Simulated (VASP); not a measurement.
Input of a VASP 6.6.1 run:

The input INCAR:

```
SYSTEM = LiH
ALGO     = Normal         ! electronic algorithm
EDIFF    = 1E-6           ! SCF threshold, eV
ENCUT    = 520            ! plane-wave cutoff, eV
GGA      = PS             ! functional
ISIF     = 2              ! what is computed and relaxed
ISMEAR   = 0              ! smearing method
LASPH    = .TRUE.         ! aspherical terms in the spheres
LCHARG   = .TRUE.         ! write CHGCAR
LELF     = .TRUE.         ! ELF
LREAL    = .FALSE.        ! projectors in reciprocal space
LVHAR    = .TRUE.       
LWAVE    = .FALSE.        ! write WAVECAR
NBANDS   = 9              ! bands
NELM     = 100            ! most SCF steps
PREC     = Accurate       ! precision mode
SIGMA    = 0.01           ! smearing width, eV
```

KPOINTS

```
k-points
0
G
  8 8 8
  0 0 0
```

The input POSCAR:

```
LiH
1.0
    0.0000000000      1.9984726907      1.9984726907
    1.9984726907      0.0000000000      1.9984726907
    1.9984726907      1.9984726907      0.0000000000
Li H
1 1
Direct
    0.0000000000      0.0000000000      0.0000000000
    0.5000000000      0.5000000000      0.5000000000
```

Potentials or basis: VASP PAW PBE potentials, release 64 (Li_sv, H).

Command:

```console
$ cat potpaw_PBE.64/Li_sv/POTCAR potpaw_PBE.64/H/POTCAR > POTCAR
$ mpirun -np 1 vasp_std > vasp.out
```

Question: What does it give for the band gap on the k mesh?

Answer: 2.74 eV, direct.

 A k mesh can miss the band edges.
